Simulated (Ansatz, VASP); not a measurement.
# AsPb4 in VASP and in Ansatz

File INCAR:

```
SYSTEM = AsPb4
PREC = Accurate
ENCUT = 600
EDIFF = 1E-6
ISMEAR = 0
SIGMA = 0.1
LREAL = .False.
LASPH = .True.
NELM = 80
ALGO = Fast
ISIF = 3
LWAVE = .False.
LCHARG = .False.
GGA = PE
IBRION = 2
NSW = 100
EDIFFG = -0.01
```

Contents of KPOINTS:

```
regular mesh
0
Gamma
  8 8 8
  0 0 0
```

Contents of POSCAR:

```
AsPb4
1.0
   -3.5286822245      3.5286822245      3.5286822245
    3.5286822245     -3.5286822245      3.5286822245
    3.5286822245      3.5286822245     -3.5286822245
As Pb
1 4
Direct
    0.0000000000      0.0000000000      0.0000000000
    0.5000000000      0.5000000000      0.5000000000
    0.5000000000      0.0000000000      0.0000000000
    0.0000000000      0.0000000000      0.5000000000
    0.0000000000      0.5000000000      0.0000000000
```

Input for Ansatz:

```yaml
crystal:
  lattice:
    - [-3.5286822245, 3.5286822245, 3.5286822245]
    - [3.5286822245, -3.5286822245, 3.5286822245]
    - [3.5286822245, 3.5286822245, -3.5286822245]
  atoms:
    - { symbol: As, position: [0.0, 0.0, 0.0] }
    - { symbol: Pb, position: [0.5, 0.5, 0.5] }
    - { symbol: Pb, position: [0.5, 0.0, 0.0] }
    - { symbol: Pb, position: [0.0, 0.0, 0.5] }
    - { symbol: Pb, position: [0.0, 0.5, 0.0] }
basis:
  ecutwfc: 420
kpoints:
  mp_grid: { grid: [8, 8, 8] }
hamiltonian:
  xc: pbe
scf:
  occupations: { method: gaussian, width: 0.1 }
output:
  forces: true
  stress: true
  eigenvalues: true
relax:
  adjacent_minimum: "off"
  f_tol: 0.01
  max_steps: 80
  cell: { stress_tol: 0.05 }
```

Change from the starting cell: species swapped into the Hg4Pt type (Im-3m, No. 229).

Alike in both runs: task relaxation of cell and atoms; functional PBE; k mesh 8 × 8 × 8; occupations gaussian, width 0.1 eV; no spin polarisation.

```csv
,VASP,Ansatz
version,VASP 6.6.1,Ansatz 0.2.0
potentials or method,"VASP PAW PBE potentials, release 64 (As, Pb_d), cutoff 600 eV","scalar-relativistic, plane waves, PAW"
valence electrons in the cell,61,71
```

|  | VASP | Ansatz | Ansatz less VASP |
| --- | --- | --- | --- |
| gap on the k mesh at the Fermi level, each at its own relaxed structure (eV) | none | none | - |
| relaxed volume (Å³/atom) | 34.56 | 34.52 | -0.044 |
| relaxed cell length with the largest relative difference (Å) | 6.078 | 6.075 | -0.0026 |

A gap of «none» marks a metal or a gap that the smearing closes. VASP's potentials hold 61 valence electrons a cell and Ansatz's 71, so a difference there can come from the potentials and not from the codes.

Spin-orbit coupling is off throughout.
